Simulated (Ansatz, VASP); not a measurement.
# One calculation of Ga2SnSe3, two programs

```
Ga Sn Se
1.0
     4.24979    0.00000    0.00000
     0.00000    4.24979    0.00000
     0.00000    0.00000    9.46882
Ga Sn Se
2 1 3
Cartesian
  0.0000 0.0000 6.5437
  0.0000 0.0000 2.9251
  0.0000 0.0000 0.0000
  0.0000 2.1249 4.7344
  2.1249 0.0000 4.7344
  2.1249 2.1249 0.0000
```

Alike in both runs: functional PBE; k mesh 10 × 10 × 4; occupations gaussian, width 0.1 eV; no spin polarisation.

Ansatz relaxed the structure, and its values are those at the end. VASP's run is a single point on that final structure, the one shown.

```csv
,VASP,Ansatz
version,VASP 6.6.1,Ansatz 0.2.0
potentials or method,"VASP PAW PBE potentials, release 64 (Ga_d, Sn_d, Se), cutoff 520 eV","scalar-relativistic, plane waves, PAW"
valence electrons in the cell,58,88
```

Ansatz gave:

| Item | Value |
| --- | --- |
| gap on the k mesh at the Fermi level (eV) | none |
| pressure (GPa) | 0.0 |
| rms of the force components (eV/Å) | 0.003 |

Question: What did VASP give for the same quantities?

Answer: gap on the k mesh at the Fermi level (eV): none; pressure (GPa): 0.0; rms of the force components (eV/Å): 0.008.

A gap of «none» marks a metal or a gap that the smearing closes. The functional is the same, so the differences come from potentials, cutoffs and numerics. VASP's potentials hold 58 valence electrons a cell and Ansatz's 88, so a difference there can come from the potentials and not from the codes.
